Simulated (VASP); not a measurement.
A run of VASP 6.6.1 is set up as follows.

File INCAR:

```
SYSTEM = Fe
PREC = Accurate ; ENCUT = 520
EDIFF = 1E-6 ; ISMEAR = 0
SIGMA = 0.1 ; LREAL = .False.
LASPH = .True. ; NELM = 150
ALGO = Normal ; ISIF = 2
LWAVE = .False. ; LCHARG = .False.
ISPIN = 2 ; MAGMOM = 4
LORBIT = 11 ; LMAXMIX = 4
GGA = PE ; NBANDS = 14
```

KPOINTS

```
Automatic mesh
0
Gamma
  20 20 20
  0 0 0
```

The input POSCAR:

```
Fe
1.0
    0.0000000000      1.9154967481      1.9385464314
    1.4781880421      0.0000000000      1.9385464314
    1.4781880421      1.9154967481      0.0000000000
Fe
1
Direct
    0.0000000000      0.0000000000      0.0000000000
```

Potentials or basis: VASP PAW PBE potentials, release 64 (Fe).

Command:

```bash
$ cat potpaw_PBE.64/Fe/POTCAR > POTCAR
$ mpirun -np 1 vasp_std > vasp.out
```

(1) Predict the site moments.

(2) Predict the pressure.

(3) What does it give for the net moment?

Answers

(1) Fe +2.14 μB.

(2) 7.5 GPa.

(3) 2.15 μB per cell.

Caveat: the cell stands under pressure.
